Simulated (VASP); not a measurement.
**InAs (f.blda): single point with LDA**

Crystal: InAs (f.blda).

```
In As
1.0
     0.00000    3.01295    3.01295
     3.01295    0.00000    3.01295
     3.01295    3.01295    0.00000
In As
1 1
Direct
  0.00000 0.00000 0.00000
  0.25000 0.25000 0.25000
```

* Program: VASP 6.6.1
* Task: single point
* Functional: LDA
* Potentials or basis: VASP PAW LDA potentials, release 64 (In_d, As)
* Cutoff: 500 eV
* k mesh: 12 × 12 × 12
* Occupations: gaussian, width 0.1 eV
* Spin: no spin polarisation

| Property | Result |
| --- | --- |
| Pressure | 0.1 GPa |
| Band gap on the k mesh | zero (filled and empty bands touch) |

Levels at points of the mesh, in eV from the Fermi level:
```
           k point  band 7  band 8  band 9  band 10  band 11  band 12
(0.00, 0.00, 0.00)   -0.40   -0.06   -0.06    -0.06     3.77     3.77
(0.50, 0.00, 0.00)   -5.95   -1.07   -1.07     0.77     4.56     4.56
(0.50, 0.50, 0.00)   -6.02   -2.44   -2.44     1.35     1.90     9.01
```

Wall time 61 s on 1 thread of Intel Xeon 8259CL (shared host), peak memory 0.19 GiB.

Caveat: spin-orbit coupling is left out, which moves the levels of the heavy elements.
